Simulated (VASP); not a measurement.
# Al2O3 (P-3m1) in VASP: density of states with LDA

Aim: the density of states of Al2O3 with LDA.

Program: VASP 6.6.1. These are calculated values, not measurements. Logs are shortened: lines on timing, memory, paths and dates and some standing lists are left out, and cuts for length are marked.

### Step 1. The cell of the first run

Symmetry: P-3m1, No. 164, trigonal system. The conventional cell has a = 2.986 Å, b = 2.986 Å, c = 7.600 Å, α = 90.00°, β = 90.00°, γ = 120.00°. Al (site symmetry 3m) has 4 O at 1.67 to 1.82 Å within 2.2 Å. Within 2.4 Å of O (site symmetry 3m) lie 3 Al at 1.82 Å. O (site symmetry -3m) has 2 Al at 1.67 Å within 2.2 Å.

### Step 2. Density of states, LDA

File POSCAR:

```
Al2O3
1.0
    2.9858631080     -0.0000002857      0.0000000000
   -1.4929313066      2.5858334466      0.0000000000
    0.0000000000      0.0000000000      7.5998861466
Al O
2 3
Direct
    0.0000000000      0.0000000000      0.2809022250
    0.0000000000      0.0000000000      0.7190977750
    0.3333333333      0.6666666667      0.2045136267
    0.6666666667      0.3333333333      0.7954863733
    0.0000000000      0.0000000000      0.5000000000
```

File INCAR.step1:

```
SYSTEM = Al2O3
ALGO = Normal
EDIFF = 1E-6
ENCUT = 520
ISIF = 2
ISMEAR = 0
LASPH = .True.
LCHARG = .True.
LREAL = .False.
LWAVE = .False.
NBANDS = 20
NELM = 60
PREC = Accurate
SIGMA = 0.01
```

File KPOINTS.step1:

```
k-points
0
Gamma
  9 9 3
  0 0 0
```

File INCAR.step2:

```
SYSTEM = Al2O3
ALGO = Normal
EDIFF = 1E-6
ENCUT = 520
ICHARG = 11
ISIF = 2
ISMEAR = -5
LASPH = .True.
LCHARG = .False.
LORBIT = 11
LREAL = .False.
LWAVE = .False.
NBANDS = 20
NEDOS = 2001
NELM = 60
PREC = Accurate
SIGMA = 0.01
```

File KPOINTS.step2:

```
k-points
0
Gamma
  14 14 5
  0 0 0
```

Potentials or basis: VASP PAW LDA potentials, release 64 (Al, O).

Run with:

```
> cat potpaw_LDA.64/Al/POTCAR potpaw_LDA.64/O/POTCAR > POTCAR
> cp INCAR.step1 INCAR
> cp KPOINTS.step1 KPOINTS
> mpirun -np 1 vasp_std > vasp.out
> cp INCAR.step2 INCAR
> cp KPOINTS.step2 KPOINTS
> mpirun -np 1 vasp_std > vasp.out
```

OUTCAR:

```text
SYSTEM = Al2O3
   EDIFF = 1E-6
   ENCUT = 520
   ICHARG = 11
   ISIF = 2
   ISMEAR = -5
   LASPH = .True.
   LORBIT = 11
   LREAL = .False.
   NELM = 60
   PREC = Accurate

 ion  position               nearest neighbor table
   1  0.000  0.000  0.281-   5 1.67   3 1.82   3 1.82   3 1.82   2 3.33
   2  0.000  0.000  0.719-   5 1.67   4 1.82   4 1.82   4 1.82   1 3.33
   3  0.333  0.667  0.205-   1 1.82   1 1.82   1 1.82
   4  0.667  0.333  0.795-   2 1.82   2 1.82   2 1.82
   5  0.000  0.000  0.500-   1 1.67   2 1.67

  LATTYP: Found a hexagonal cell.
 ALAT       =     2.9858631080
 C/A-ratio  =     2.5452895433

  Lattice vectors:

 A1 = (   2.9858631080,  -0.0000002857,   0.0000000000)
 A2 = (  -1.4929313066,   2.5858334466,   0.0000000000)
 A3 = (   0.0000000000,   0.0000000000,   7.5998861466)

Analysis of symmetry for initial positions (statically):
=====================================================================
 Subroutine PRICEL returns:
 Original cell was already a primitive cell.

 Routine SETGRP: Setting up the symmetry group for a
 hexagonal supercell.

 Subroutine GETGRP returns: Found 12 space group operations
 (whereof 12 operations were pure point group operations)
 out of a pool of 24 trial point group operations.

The static configuration has the point symmetry D_3d.

Analysis of symmetry for dynamics (positions and initial velocities):
=====================================================================
 Subroutine PRICEL returns:
 Original cell was already a primitive cell.

 Routine SETGRP: Setting up the symmetry group for a
 hexagonal supercell.

 Subroutine GETGRP returns: Found 12 space group operations
 (whereof 12 operations were pure point group operations)
 out of a pool of 24 trial point group operations.

The dynamic configuration has the point symmetry D_3d.

 Subroutine INISYM returns: Found 12 space group operations
 (whereof 12 operations are pure point group operations),
 and found     1 'primitive' translations

----------------------------------------------------------------------------------------

                                     Primitive cell

  volume of cell :      58.6783

  direct lattice vectors                    reciprocal lattice vectors
     2.985863108 -0.000000286  0.000000000     0.334911555  0.193361233  0.000000000
    -1.492931307  2.585833447  0.000000000     0.000000037  0.386722531  0.000000000
     0.000000000  0.000000000  7.599886147     0.000000000  0.000000000  0.131580919

  length of vectors
     2.985863108  2.985863108  7.599886147     0.386722531  0.386722531  0.131580919

  position of ions in fractional coordinates (direct lattice)
     0.000000000  0.000000000  0.280902225
     0.000000000  0.000000000  0.719097775
     0.333333333  0.666666667  0.204513627
     0.666666667  0.333333333  0.795486373
     0.000000000  0.000000000  0.500000000

  ion indices of the primitive-cell ions
   primitive index   ion index
                 1           1
                 2           2
                 3           3
                 4           4
                 5           5

----------------------------------------------------------------------------------------

 KPOINTS: k-points

Automatic generation of k-mesh.
 Grid dimensions read from file:
 generate k-points for:   14   14    5

 Generating k-lattice:

  Cartesian coordinates                     Fractional coordinates (reciprocal lattice)
     0.023922254  0.013811517  0.000000000     0.071428571  0.000000000  0.000000000
     0.000000003  0.027623038  0.000000000    -0.000000000  0.071428571  0.000000000
     0.000000000  0.000000000  0.026316184     0.000000000  0.000000000  0.200000000

  Length of vectors
     0.027623038  0.027623038  0.026316184

  Shift w.r.t. Gamma in fractional coordinates (k-lattice)
     0.000000000  0.000000000  0.000000000

 TETIRR: Found   1409 inequivalent tetrahedra from     5880

 Subroutine IBZKPT returns following result:
 ===========================================

 Found    104 irreducible k-points:

 Following reciprocal coordinates:
            Coordinates               Weight
  0.000000  0.000000  0.000000      1.000000
  0.071429  0.000000  0.000000      6.000000
  0.142857  0.000000  0.000000      6.000000
  0.214286  0.000000  0.000000      6.000000
  0.285714  0.000000  0.000000      6.000000
  0.357143  0.000000  0.000000      6.000000
[... 16 lines left out ...]
  0.285714  0.285714  0.000000      6.000000
  0.357143  0.285714  0.000000      6.000000
 [... further k-points ...]
   k-points           NKPTS =    104   k-points in BZ     NKDIM =    104   number of bands    NBANDS=     20
   number of dos      NEDOS =   2001   number of ions     NIONS =      5
   total plane-waves  NPLWV =  34560
   dimension x,y,z NGX =    24 NGY =   24 NGZ =   60
   dimension x,y,z NGXF=    48 NGYF=   48 NGZF=  120
   ions per type =               2   3
   NGX,Y,Z   is equivalent  to a cutoff of  13.36, 13.36, 13.12 a.u.
   NGXF,Y,Z  is equivalent  to a cutoff of  26.73, 26.73, 26.25 a.u.
 SYSTEM =  Al2O3
   PREC   = accura    normal or accurate (medium, high low for compatibility)
   ISTART =      0    job   : 0-new  1-cont  2-samecut
   ICHARG =     11    charge: 1-file 2-atom 10-const
   ISPIN  =      1    spin polarized calculation?
   LNONCOLLINEAR =      F non collinear calculations
   LSORBIT =      F    spin-orbit coupling
   LASPH  =      T    aspherical Exc in radial PAW
   ENCUT  =  520.0 eV  38.22 Ry    6.18 a.u.   5.55  5.55 14.13*2*pi/ulx,y,z
   NELM   =     60;   NELMIN=  2; NELMDL=  0     # of ELM steps
   EDIFF  = 0.1E-05   stopping-criterion for ELM
   LREAL  =      F    real-space projection
   EDIFFG = 0.1E-04   stopping-criterion for IOM
   NSW    =      0    number of steps for IOM
   IBRION =     -1    ionic relax: 0-MD 1-quasi-New 2-CG
   NFREE  =      0    steps in history (QN), initial steepest desc. (CG)
   ISIF   =      2    stress and relaxation
   ISYM   =      2    0-nonsym 1-usesym 2-fastsym
   POTIM  = 0.5000    time-step for ionic-motion
   TEBEG  =    0.0;   TEEND  =   0.0 temperature during run
   PSTRESS=    0.0 pullay stress
   NELECT =      24.0000    total number of electrons
   NUPDOWN=      -1.0000    fix difference up-down
   EMIN   =  10.00;   EMAX   =-10.00  energy-range for DOS
   EFERMI =   0.00;   METHOD = LEGACY
   ISMEAR =    -5;   SIGMA  =   0.01  broadening in eV -4-tet -1-fermi 0-gaus
   EFERMI_NEDOS =   21; number of points for ismear=-14 and -15
   IALGO  =     38    algorithm
   IMIX   =      4    mixing-type and parameters
     AMIX     =   0.40;   BMIX     =  1.00
     AMIX_MAG =   1.60;   BMIX_MAG =  1.00
  volume/ion in A,a.u.               =      11.74        79.20
  Fermi-wavevector in a.u.,A,eV,Ry     =   1.215214  2.296421 20.092335  1.476745
  Thomas-Fermi vector in A             =   2.350608
   LORBIT       =     11    0 simple, 1 ext, 2 COOP (PROOUT), +10 PAW based schemes
   GGA     = CA    functional components
   LHFCALC =     F    Hartree Fock is set to
   AEXX    =    0.0000 exact exchange contribution
   IVDW    =     0    specifies the selected vdW correction
   LEPSILON=     F    determine dielectric tensor
   LRPA    =     F    only Hartree local field effects (RPA)
 non-spin polarized calculation
 Fermi weights with tetrahedron method with Bloechl corrections
  energy-cutoff  :      520.00
  volume of cell :       58.68
 maximum number of plane-waves:      1609
 NGX is ok and might be reduce to    24

 number of electron      24.0000007 magnetization

 Free energy of the ion-electron system (eV)
  ---------------------------------------------------
  ext. energy  EPLUGINS =         0.00000000
  ---------------------------------------------------
  free energy    TOTEN  =       -39.74105367 eV

  energy without entropy =      -39.74105367  energy(sigma->0) =      -39.74105367

 E-fermi :   3.6715     XC(G=0): -10.2784

 val. band max:        3.6644131265   @ k =   0.0000   0.0000   0.0000
 cond. band min:       6.0328002241   @ k =   0.0000   0.0000   0.0000
 fundamental gap:      2.3683870975
 Fermi energy:         3.6714612829

 k-point     1 :       0.0000    0.0000    0.0000
  band No.  band energies     occupation
      1     -15.8670      2.00000
      2     -15.6668      2.00000
      3     -12.9881      2.00000
      4      -2.3208      2.00000
      5      -0.9558      2.00000
      6      -0.1650      2.00000
[... 12 lines left out ...]
     19      15.7006      0.00000
     20      16.0855      0.00000

 k-point     2 :       0.0714    0.0000    0.0000
  band No.  band energies     occupation
      1     -15.8235      2.00000
      2     -15.6279      2.00000
      3     -12.9646      2.00000
      4      -2.2973      2.00000
      5      -0.9358      2.00000
      6      -0.3738      2.00000
[... 12 lines left out ...]
     19      15.7775      0.00000
     20      15.8284      0.00000
[... 465 lines left out ...]
      3     -12.4651      2.00000
      4      -3.2021      2.00000
      5      -2.9586      2.00000
      6      -2.2239      2.00000
[... 12 lines left out ...]
     19      14.2376      0.00000
     20      15.9482      0.00000

 k-point    24 :       0.3571    0.2857    0.0000
  band No.  band energies     occupation
      1     -14.7028      2.00000
      2     -14.6968      2.00000
      3     -12.4500      2.00000
      4      -3.0853      2.00000
      5      -2.8594      2.00000
      6      -2.4827      2.00000
[... 12 lines left out ...]
     19      14.1889      0.00000
     20      16.0104      0.00000

 [... further k-points ...]

------------------------ aborting loop because EDIFF is reached ----------------------------------------

  FORCE on cell =-STRESS in cart. coord.  units (eV):
  Direction    XX          YY          ZZ          XY          YZ          ZX
  --------------------------------------------------------------------------------------
  -------------------------------------------------------------------------------------
  Total       -1.0436167     -1.0436167     -0.3990801      0.0000000     -0.0000000      0.0000000
  in kB      -28.4953572    -28.4953572    -10.8966526      0.0000000     -0.0000000      0.0000000
  external PRESSURE =     -22.6291223 kB  Pullay stress =       0.0000000 kB

 VOLUME and BASIS-vectors are now :
 -----------------------------------------------------------------------------
  energy-cutoff  :      520.00
  volume of cell :       58.68
      direct lattice vectors                 reciprocal lattice vectors
     2.985863108 -0.000000286  0.000000000     0.334911555  0.193361233  0.000000000
    -1.492931307  2.585833447  0.000000000     0.000000037  0.386722531  0.000000000
     0.000000000  0.000000000  7.599886147     0.000000000  0.000000000  0.131580919

 POSITION                                       TOTAL-FORCE (eV/Angst)
 -----------------------------------------------------------------------------------
      0.00000      0.00000      2.13482        -0.000000     -0.000000     -0.067968
      0.00000      0.00000      5.46506        -0.000000      0.000000      0.067968
      0.00000      1.72389      1.55428         0.000000      0.000000      0.063557
      1.49293      0.86194      6.04561        -0.000000     -0.000000     -0.063557
      0.00000      0.00000      3.79994        -0.000000      0.000000      0.000000
 -----------------------------------------------------------------------------------
    total drift:                                0.000000     -0.000000      0.000000

  FREE ENERGIE OF THE ION-ELECTRON SYSTEM (eV)
  ---------------------------------------------------
  free  energy   TOTEN  =       -39.7410536725 eV

  energy  without entropy=      -39.7410536725  energy(sigma->0) =      -39.74105367

 total charge

# of ion       s       p       d       tot
------------------------------------------
    1        0.357   0.460   0.000   0.817
    2        0.357   0.460   0.000   0.817
    3        1.535   3.590   0.000   5.124
    4        1.535   3.590   0.000   5.124
    5        1.543   3.623   0.000   5.165
--------------------------------------------------
tot          5.325  11.723   0.000  17.048
```

Run time: 1.7 min. Hardware: 1 thread of AMD EPYC 7R13 (Zen 3), shared host; peak memory 0.18 GiB.

Results:

```
Valence electrons inside the program's atomic spheres : Al 0.82; O 5.12, 5.17
```
